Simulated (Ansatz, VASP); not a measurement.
AlN in VASP and in Ansatz

INCAR

```
PREC = Accurate
ENCUT = 520
EDIFF = 1E-6
ISMEAR = 0
SIGMA = 0.05
LREAL = F
LASPH = T
NELM = 60
ALGO = Normal
ISIF = 2
LWAVE = F
LCHARG = F
GGA = CA
NBANDS = 16
```

The input KPOINTS:

```
regular mesh
0
Gamma
  9 9 6
```

POSCAR

```
AlN
1.0
    3.0887424016      0.0000000000      0.0000000000
   -1.5443712008      2.6749293856      0.0000000000
    0.0000000000      0.0000000000      4.9437688231
Al N
2 2
Direct
    0.3406248765      0.6923869718      0.0015212672
    0.6593751235      0.3076130282      0.5015212672
    0.3268268543      0.6437156091      0.3834787328
    0.6731731457      0.3562843909      0.8834787328
```

Input for Ansatz:

```yaml
crystal:
  lattice:
    - [3.0887424016, 0.0, 0.0]
    - [-1.5443712008, 2.6749293856, 0.0]
    - [0.0, 0.0, 4.9437688231]
  atoms:
    - { symbol: Al, position: [0.3406248765, 0.6923869718, 0.0015212672] }
    - { symbol: Al, position: [0.6593751235, 0.3076130282, 0.5015212672] }
    - { symbol: "N", position: [0.3268268543, 0.6437156091, 0.3834787328] }
    - { symbol: "N", position: [0.6731731457, 0.3562843909, 0.8834787328] }
basis:
  ecutwfc: 520.0
kpoints:
  mp_grid: { grid: [9, 9, 6] }
hamiltonian:
  xc: lda
scf:
  occupations: { method: gaussian, width: 0.05 }
output:
  forces: true
  stress: true
  eigenvalues: true
  write_density: true
  write_potential: true
  elf: true
  volumetric_format: npy
```

Change from the starting cell: mode 4 frozen in at -0.017 Å and mode 5 at +0.069 Å (largest displacements).

Alike in both runs: task single point; functional LDA; k mesh 9 × 9 × 6; occupations gaussian, width 0.05 eV; no spin polarisation.

```csv
,VASP,Ansatz
version,VASP 6.6.1,Ansatz 0.2.0
potentials or method,"VASP PAW LDA potentials, release 64 (Al, N), cutoff 520 eV","scalar-relativistic, plane waves, PAW"
valence electrons in the cell,16,16
```

VASP gave:

```
gap on the k mesh at the Fermi level (eV)                     : 4.36
least direct gap on the mesh (eV)                             : 4.36
pressure (GPa)                                                : 0.4
traceless stress, the component that is largest in VASP (GPa) : -0.50
rms of the force components (eV/Å)                            : 0.188
```

Task: What did Ansatz give for the same quantities?

Result: gap on the k mesh at the Fermi level (eV): 4.36; least direct gap on the mesh (eV): 4.36; pressure (GPa): -0.1; traceless stress, the component that is largest in VASP (GPa): -0.54; rms of the force components (eV/Å): 0.188.

LDA's correlation is that of Perdew and Zunger in VASP and of Perdew and Wang (1992) in Ansatz. Atom by atom the forces differ by 0.002 eV/Å (rms over components).
